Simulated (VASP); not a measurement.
PbSe, 2 atoms in the cell. The structure is tetragonal, space group I4/mmm (No. 139). Conventional cell: a = 4.368 Å, b = 4.368 Å, c = 5.930 Å, α = 90.00°, β = 90.00°, γ = 90.00°. Pb (site symmetry 4/mmm) has 6 Se at 2.97 to 3.09 Å within 3.9 Å. Se (site symmetry 4/mmm) has 6 Pb at 2.97 to 3.09 Å within 3.9 Å.  This cell differs from its parent crystal: uniaxial z strain -4.0%.

| Item | Value |
| --- | --- |
| Program | VASP 6.6.1 |
| Task | single point |
| Functional | r2SCAN |
| Potentials or basis | VASP PAW PBE potentials, release 64 (Pb_d, Se) |
| Cutoff | 520 eV |
| k mesh | 8 × 8 × 8 |
| Occupations | gaussian, width 0.01 eV |
| Spin | no spin polarisation |
| Dipole correction | no |
| Further INCAR settings | ALGO = Normal; EDIFF = 1e-07; NBANDS = 17 |

Potentials or basis: VASP PAW PBE potentials, release 64 (Pb_d, Se).

The run is started by

```console
$ cat potpaw_PBE.64/Pb_d/POTCAR potpaw_PBE.64/Se/POTCAR > POTCAR
$ cp INCAR.step1 INCAR
$ mpirun -np 1 vasp_std > vasp.out
$ cp INCAR.step2 INCAR
$ mpirun -np 1 vasp_std > vasp.out
```

Hardware: 1 thread of Intel Xeon 8259CL, on a shared host.

Problem. How long does it take, and how much memory?

Solution. It took 3.3 min on 1 thread of Intel Xeon 8259CL, with other jobs on the host, peak memory 0.22 GiB. Counts: k points 59.
